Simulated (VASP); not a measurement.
# Cu: single point with LDA

Crystal: Cu.

```
CELL_PARAMETERS angstrom
1.21846 -3.97638 0.00000
1.21846 3.97638 0.00000
0.00000 0.00000 2.47550
ATOMIC_POSITIONS crystal
Cu 0.13387 0.86613 0.25000
Cu 0.86613 0.13387 0.75000
```

| Property | Result |
| --- | --- |
| Program | VASP 6.6.1 |
| Task | single point |
| Functional | LDA |
| Potentials or basis | VASP PAW LDA potentials, release 64 (Cu) |
| Cutoff | 520 eV |
| k mesh | 20 × 20 × 20 |
| Occupations | gaussian, width 0.15 eV |
| Spin | no spin polarisation |
| Dipole correction | no |
| Further INCAR settings | ALGO = Normal; EDIFF = 1e-06; NBANDS = 18 |

- Pressure: -6.7 GPa
- Largest force: 0.043 eV/Å
- Band gap on the k mesh: zero (bands 11 and 12 overlap by 5.66 eV)

Forces on the atoms (eV/Å):
```
Cu   0.000 -0.043  0.000
Cu   0.000  0.043  0.000
```

Stress tensor (GPa, compression positive):
```
-6.32  0.00  0.00
 0.00 -7.21  0.00
 0.00  0.00 -6.60
```

Levels at points of the mesh, in eV from the Fermi level:
| k point | band 9 | band 10 | band 11 | band 12 | band 13 | band 14 |
| --- | --- | --- | --- | --- | --- | --- |
| (0.00, 0.00, 0.00) | -1.84 | -1.70 | -1.45 | -0.01 | 4.80 | 14.71 |
| (0.50, 0.00, 0.00) | -2.13 | -1.67 | -0.46 | 1.28 | 2.54 | 6.90 |
| (0.50, 0.50, 0.00) | -2.30 | -1.93 | -1.60 | -1.53 | 13.62 | 15.33 |
| (0.00, 0.00, 0.50) | -1.72 | -1.72 | 0.00 | 0.00 | 8.21 | 8.21 |
| (0.50, 0.00, 0.50) | -1.29 | -1.29 | 3.72 | 3.72 | 7.49 | 7.49 |
| (0.50, 0.50, 0.50) | -1.56 | -1.56 | -0.90 | -0.90 | 3.69 | 3.69 |

Wall time 8.4 min on 1 thread of AMD EPYC 7R13 Processor (Zen 3), on a shared host, peak memory 0.47 GiB.

Caveat: the cell stands under tension.
